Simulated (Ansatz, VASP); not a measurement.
Eu: VASP beside Ansatz

The input INCAR:

```
PREC = Accurate ; ENCUT = 520
EDIFF = 1E-7 ; ISMEAR = -1
SIGMA = 0.05 ; LREAL = False
LASPH = True ; NELM = 150
ALGO = Normal ; ISIF = 2
LWAVE = False ; LCHARG = True
ISPIN = 2 ; MAGMOM = 7
LORBIT = 11 ; LMAXMIX = 6
LDAU = True ; LDAUTYPE = 2
LDAUL = 3 ; LDAUU = 5
LDAUJ = 0 ; LDAUPRINT = 1
GGA = PE ; LELF = True
LVHAR = True ; NBANDS = 18
```

File KPOINTS:

```
regular mesh
0
Gamma
  10 10 10
```

The input POSCAR:

```
Eu
1.0
   -2.3030000000      2.3030000000      2.3030000000
    2.3030000000     -2.3030000000      2.3030000000
    2.3030000000      2.3030000000     -2.3030000000
Eu
1
Direct
    0.0000000000      0.0000000000      0.0000000000
```

Input for Ansatz:

```yaml
crystal:
  lattice:
    - [-2.303, 2.303, 2.303]
    - [2.303, -2.303, 2.303]
    - [2.303, 2.303, -2.303]
  atoms:
    - { symbol: Eu, position: [0.0, 0.0, 0.0], spin: 7.0 }
magnetization:
  spin_polarized: true
kpoints:
  mp_grid: { grid: [10, 10, 10] }
scf:
  occupations: { method: fermi_dirac, width: 0.05 }
hamiltonian:
  xc: pbe
  pseudopotentials: { kind: all_electron, lapw: { basis_error: 0.0005 } }
  hubbard: { sites: [{ species: Eu, l: f, u_eff: 5 }] }
output:
  forces: true
  stress: true
  eigenvalues: true
  hubbard: { sites: [{ species: Eu, l: f }] }
  populations: true
```

Alike in both runs: task single point; functional PBE; k mesh 10 × 10 × 10; occupations fermi-dirac, width 0.05 eV; collinear spin; Hubbard terms Eu f U = 5.0 eV.

|  | VASP | Ansatz |
| --- | --- | --- |
| version | VASP 6.6.1 | Ansatz 0.2.0 |
| potentials or method | VASP PAW PBE potentials, release 64 (Eu), cutoff 520 eV | all-electron LAPW, scalar-relativistic |

|  | VASP | Ansatz | Ansatz less VASP |
| --- | --- | --- | --- |
| pressure (GPa) | -0.3 | -0.4 | -0.09 |
| net moment per atom (μB) | 7.36 | 7.40 | +0.033 |
| size of the moment on the site where the two differ most (μB) | 6.80 | 7.24 | +0.437 |

Site moments also hang on the region over which each program counts them. The programs project onto different local orbitals, so the same U acts differently, and such runs can settle in different states. Ansatz ran all-electron here, and VASP with PAW potentials. Ansatz's warnings: filled band counts differ across k points.

Neither program's run includes spin-orbit coupling.
